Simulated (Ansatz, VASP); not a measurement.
## HfB: VASP beside Ansatz

File INCAR:

```
PREC = Accurate
ENCUT = 520
EDIFF = 1E-7
ISMEAR = 0
SIGMA = 0.15
LREAL = F
LASPH = T
NELM = 80
ALGO = Normal
ISIF = 2
LWAVE = F
LCHARG = T
GGA = PS
LELF = T
LVHAR = T
NBANDS = 14
```

Contents of KPOINTS:

```
Automatic mesh
0
Gamma
  16 16 16
```

File POSCAR:

```
HfB
1.0
    0.0000000000      2.3936993068      2.3936993068
    2.3379261130      0.0000000000      2.3936993068
    2.3379261130      2.3936993068      0.0000000000
Hf B
1 1
Direct
    0.4995230658      0.5004769342      0.5004769342
    0.0078748404     -0.0078748404     -0.0078748404
```

Input for Ansatz:

```yaml
crystal:
  lattice:
    - [0.0, 2.3936993068, 2.3936993068]
    - [2.337926113, 0.0, 2.3936993068]
    - [2.337926113, 2.3936993068, 0.0]
  atoms:
    - { symbol: Hf, position: [0.4995230658, 0.5004769342, 0.5004769342] }
    - { symbol: B, position: [0.0078748404, -0.0078748404, -0.0078748404] }
basis:
  ecutwfc: 520.0
kpoints:
  mp_grid: { grid: [16, 16, 16] }
hamiltonian:
  xc: pbesol
  pseudopotentials: { kind: paw }
scf:
  occupations: { method: gaussian, width: 0.15 }
output:
  forces: true
  stress: true
  eigenvalues: true
```

Change from the starting cell: mode 4 frozen in at -0.038 Å, normal strain along x -0.0233.

Alike in both runs: task single point; functional PBEsol; k mesh 16 × 16 × 16; occupations gaussian, width 0.15 eV; no spin polarisation.

```csv
,VASP,Ansatz
version,VASP 6.6.1,Ansatz 0.2.0
potentials or method,"VASP PAW PBE potentials, release 64 (Hf_pv, B), cutoff 520 eV","scalar-relativistic, plane waves, PAW"
valence electrons in the cell,13,29
```

```tsv
	VASP	Ansatz	Ansatz less VASP
gap on the k mesh at the Fermi level (eV)	none	none	-
pressure (GPa)	5.2	4.7	-0.51
traceless stress, the component that is largest in VASP (GPa)	6.66	6.55	-0.107
rms of the force components (eV/Å)	0.242	0.241	-0.0011
```

VASP's potentials were made for PBE, not for PBEsol. Atom by atom the forces differ by 0.001 eV/Å (rms over components). A gap of «none» marks a metal or a gap that the smearing closes. VASP's potentials hold 13 valence electrons a cell and Ansatz's 29, so a difference there can come from the potentials and not from the codes.

Spin-orbit coupling is off throughout.
